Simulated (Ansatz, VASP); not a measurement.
**Au: VASP beside Ansatz**

Contents of INCAR:

```
PREC = Accurate
ENCUT = 520
EDIFF = 1E-7
ISMEAR = 0
SIGMA = 0.15
LREAL = F
LASPH = T
NELM = 60
ALGO = Fast
ISIF = 2
LWAVE = F
LCHARG = F
GGA = PS
NBANDS = 30
```

File KPOINTS:

```
Automatic mesh
0
Gamma
  17 17 5
```

The input POSCAR:

```
Au
1.0
   -1.6572690000      1.6572690000     -1.6572690000
   -1.6572690000     -1.6572690000      1.6572690000
    0.0000000000      8.7503963436      8.7503963436
Au
4
Direct
    0.0000000000      0.0000000000      0.6628775740
    0.5000000000      0.5000000000      0.0946967963
    0.0000000000      0.0000000000      0.2840903889
    0.5000000000      0.5000000000      0.4734839814
```

Input for Ansatz:

```yaml
crystal:
  lattice:
    - [-1.657269, 1.657269, -1.657269]
    - [-1.657269, -1.657269, 1.657269]
    - [0.0, 8.7503963436, 8.7503963436]
  atoms:
    - { symbol: Au, position: [0.0, 0.0, 0.662877574] }
    - { symbol: Au, position: [0.5, 0.5, 0.0946967963] }
    - { symbol: Au, position: [0.0, 0.0, 0.2840903889] }
    - { symbol: Au, position: [0.5, 0.5, 0.4734839814] }
basis:
  ecutwfc: 420
kpoints:
  mp_grid: { grid: [17, 17, 5] }
hamiltonian:
  xc: pbesol
scf:
  occupations: { method: gaussian, width: 0.15 }
output:
  forces: true
  stress: true
  eigenvalues: true
```

Alike in both runs: task single point; functional PBEsol; k mesh 17 × 17 × 5; occupations gaussian, width 0.15 eV; no spin polarisation.

```csv
,VASP,Ansatz
version,VASP 6.6.1,Ansatz 0.2.0
potentials or method,"VASP PAW PBE potentials, release 64 (Au), cutoff 520 eV","scalar-relativistic, plane waves, PAW"
valence electrons in the cell,44,76
```

```csv
,VASP,Ansatz,Ansatz less VASP
gap on the k mesh at the Fermi level (eV),none,none,-
pressure (GPa),-8.8,-8.6,+0.13
"traceless stress, the component that is largest in VASP (GPa)",2.25,2.25,+0.005
rms of the force components (eV/Å),0.179,0.177,-0.0022
```

VASP's potentials were made for PBE, not for PBEsol. Atom by atom the forces differ by 0.002 eV/Å (rms over components). A gap of «none» marks a metal or a gap that the smearing closes. VASP's potentials hold 44 valence electrons a cell and Ansatz's 76, so a difference there can come from the potentials and not from the codes.

Neither program's run includes spin-orbit coupling.
